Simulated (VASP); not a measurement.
# Fe: single point with PBE

Fe:

```xyz
1
Lattice="-1.3611 1.3611 1.3611 1.3611 -1.3611 1.3611 1.3611 1.3611 -1.3611" Properties=species:S:1:pos:R:3 pbc="T T T"
Fe    0.0000    0.0000    0.0000
```

```
Program             : VASP 6.6.1
Task                : single point
Functional          : PBE
Potentials or basis : VASP PAW PBE potentials, release 64 (Fe)
Cutoff              : 520 eV
k mesh              : 55 × 55 × 55
Occupations         : fermi-dirac, width 0.0612256 eV
Spin                : no spin polarisation
```

```
Pressure               : 11.2 GPa
Band gap on the k mesh : zero (bands 4 and 5 overlap by 2.29 eV)
```

Levels at points of the mesh, in eV from the Fermi level:
```
           k point  band 2  band 3  band 4  band 5  band 6  band 7
(0.00, 0.00, 0.00)   -1.89   -1.89   -1.89   -0.05   -0.05   26.05
```

Run time: 3.2 min on 1 thread of Intel(R) Xeon(R) 6975P-C (Granite Rapids) (shared host), peak memory 0.52 GiB.

Caveat: the cell stands under pressure; the run has no spin polarisation, though such a crystal can be magnetic. Spin polarisation is off, so any magnetic state and its effect on volume and gap are missing.
